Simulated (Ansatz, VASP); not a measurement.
MgI2 in VASP and in Ansatz

Contents of POSCAR:

```
MgI2
1.0
    4.1566377955      0.0000000000      0.0000000000
   -2.0783188977      3.5997539252      0.0000000000
    0.0000000000      0.0000000000      6.8756120274
Mg I
1 2
Direct
    0.0000000000      0.0000000000      0.0000000000
    0.3333333333      0.6666666667      0.2425739793
    0.6666666667      0.3333333333      0.7574260207
```

The input INCAR.step1:

```
SYSTEM = MgI2
ALGO     = Normal         ! electronic algorithm
EDIFF    = 1E-5           ! SCF threshold, eV
ENCUT    = 520            ! plane-wave cutoff, eV
GGA      = PE             ! functional
ISIF     = 2              ! what is computed and relaxed
ISMEAR   = 0              ! smearing method
LASPH    = .TRUE.         ! aspherical terms in the spheres
LCHARG   = .FALSE.        ! write CHGCAR
LREAL    = .FALSE.        ! projectors in reciprocal space
LWAVE    = .TRUE.         ! write WAVECAR
NBANDS   = 15             ! bands
NELM     = 100            ! most SCF steps
PREC     = Accurate       ! precision mode
SIGMA    = 0.01           ! smearing width, eV
```

INCAR.step2

```
SYSTEM = MgI2
AEXX     = 1.0            ! exact-exchange fraction
AGGAC    = 1.0          
ALDAC    = 1.0          
ALGO     = Normal         ! electronic algorithm
EDIFF    = 1E-7           ! SCF threshold, eV
ENCUT    = 520            ! plane-wave cutoff, eV
GGA      = PE             ! functional
HFSCREEN = 0.3            ! screening, 1/A
ISIF     = 2              ! what is computed and relaxed
ISMEAR   = 0              ! smearing method
ISTART   = 1            
LASPH    = .TRUE.         ! aspherical terms in the spheres
LCHARG   = .FALSE.        ! write CHGCAR
LHFCALC  = .TRUE.         ! exact exchange
LREAL    = .FALSE.        ! projectors in reciprocal space
LWAVE    = .FALSE.        ! write WAVECAR
NBANDS   = 15             ! bands
NELM     = 100            ! most SCF steps
PREC     = Accurate       ! precision mode
PRECFOCK = Normal       
SIGMA    = 0.01           ! smearing width, eV
```

File KPOINTS:

```
k-points
0
G
  6 6 2
  0 0 0
```

Input for Ansatz:

```yaml
crystal:
  lattice:
    - [4.1566377955, 0.0, 0.0]
    - [-2.0783188977, 3.5997539252, 0.0]
    - [0.0, 0.0, 6.8756120274]
  atoms:
    - { symbol: Mg, position: [0.0, 0.0, 0.0] }
    - { symbol: I, position: [0.3333333333, 0.6666666667, 0.2425739793] }
    - { symbol: I, position: [0.6666666667, 0.3333333333, 0.7574260207] }
kpoints:
  mp_grid: { grid: [6, 6, 2] }
hamiltonian:
  xc: { exchange: pbe, correlation: pbe, exx: { coeff: 1.0, omega: 0.3 } }
scf:
  occupations: { method: fixed }
  n_extra_bands: 4
output:
  forces: true
  stress: true
  eigenvalues: true
```

Alike in both runs: task single point; functional PBE-based screened hybrid with a share of 1.0 of exact exchange and HFSCREEN = 0.3; k mesh 6 × 6 × 2; no spin polarisation.

```csv
,VASP,Ansatz
version,VASP 6.6.1,Ansatz 0.2.0
potentials or method,"VASP PAW PBE potentials, release 64 (Mg, I)",plane waves
plane-wave cutoff (eV),520,420
occupations,"gaussian, width 0.01 eV",fixed
valence electrons in the cell,16,44
```

|  | VASP | Ansatz | Ansatz less VASP |
| --- | --- | --- | --- |
| gap on the k mesh at the Fermi level (eV) | 6.65 | 6.71 | +0.054 |
| pressure (GPa) | -1.6 | -1.2 | +0.39 |
| rms of the force components (eV/Å) | 0.200 | 0.172 | -0.0282 |

VASP's potentials were made for PBE, not for PBE-based screened hybrid. Atom by atom the forces differ by 0.028 eV/Å (rms over components). VASP's potentials hold 16 valence electrons a cell and Ansatz's 44, so a difference there can come from the potentials and not from the codes. Ansatz's warnings: stress exchange threshold loose, stress scf threshold loose.

The k mesh is coarse, so the values compare programs but aren't converged. Spin-orbit coupling is off throughout.
